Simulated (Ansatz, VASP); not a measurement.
**MgAl2Sb2 in VASP and in Ansatz**

File INCAR:

```
SYSTEM = MgAl2Sb2
PREC     = Accurate       ! precision mode
ENCUT    = 520            ! plane-wave cutoff, eV
EDIFF    = 1E-6           ! SCF threshold, eV
ISMEAR   = -1             ! smearing method
SIGMA    = 0.15           ! smearing width, eV
LREAL    = .FALSE.        ! projectors in reciprocal space
LASPH    = .TRUE.         ! aspherical terms in the spheres
NELM     = 60             ! most SCF steps
ALGO     = Normal         ! electronic algorithm
ISIF     = 2              ! what is computed and relaxed
LWAVE    = .FALSE.        ! write WAVECAR
LCHARG   = .FALSE.        ! write CHGCAR
GGA      = PS             ! functional
NBANDS   = 17             ! bands
```

File KPOINTS:

```
Automatic mesh
0
G
  6 6 4
  0 0 0
```

The input POSCAR:

```
MgAl2Sb2
1.0
    4.7810844862      0.0000000000      0.0000000000
   -2.3905422431      4.1405404908      0.0000000000
    0.0000000000      0.0000000000      7.3591391148
Mg Al Sb
1 2 2
Direct
    0.0000000000      0.0000000000      0.0000000000
    0.6666666667      0.3333333333      0.3707880000
    0.3333333333      0.6666666667      0.6292120000
    0.6666666667      0.3333333333      0.7696890000
    0.3333333333      0.6666666667      0.2303110000
```

Input for Ansatz:

```yaml
crystal:
  lattice:
    - [4.7810844861708786, 0.0, 0.0]
    - [-2.3905422430854393, 4.140540490764167, 0.0]
    - [0.0, 0.0, 7.359139114761184]
  atoms:
    - { symbol: Mg, position: [0.0, 0.0, 0.0] }
    - { symbol: Al, position: [0.6666666666666666, 0.3333333333333333, 0.370788] }
    - { symbol: Al, position: [0.3333333333333333, 0.6666666666666666, 0.629212] }
    - { symbol: Sb, position: [0.6666666666666666, 0.3333333333333333, 0.769689] }
    - { symbol: Sb, position: [0.3333333333333333, 0.6666666666666666, 0.230311] }
basis:
  ecutwfc: 450.0
kpoints:
  mp_grid:
    grid: [6, 6, 4]
hamiltonian:
  xc: pbesol
scf:
  occupations:
    method: fermi_dirac
    width: 0.15
output:
  stress: true
```

Alike in both runs: task single point; functional PBEsol; k mesh 6 × 6 × 4; occupations fermi-dirac, width 0.15 eV; no spin polarisation.

```csv
,VASP,Ansatz
version,VASP 6.6.1,Ansatz 0.2.0
potentials or method,"VASP PAW PBE potentials, release 64 (Mg, Al, Sb), cutoff 520 eV","plane waves, PAW"
valence electrons in the cell,18,46
```

```csv
,VASP,Ansatz,Ansatz less VASP
pressure (GPa),-5.2,-5.3,-0.09
"traceless stress, the component that is largest in VASP (GPa)",-0.08,-0.09,-0.018
```

VASP's potentials were made for PBE, not for PBEsol. VASP's potentials hold 18 valence electrons a cell and Ansatz's 46, so a difference there can come from the potentials and not from the codes.

Neither program's run includes spin-orbit coupling.
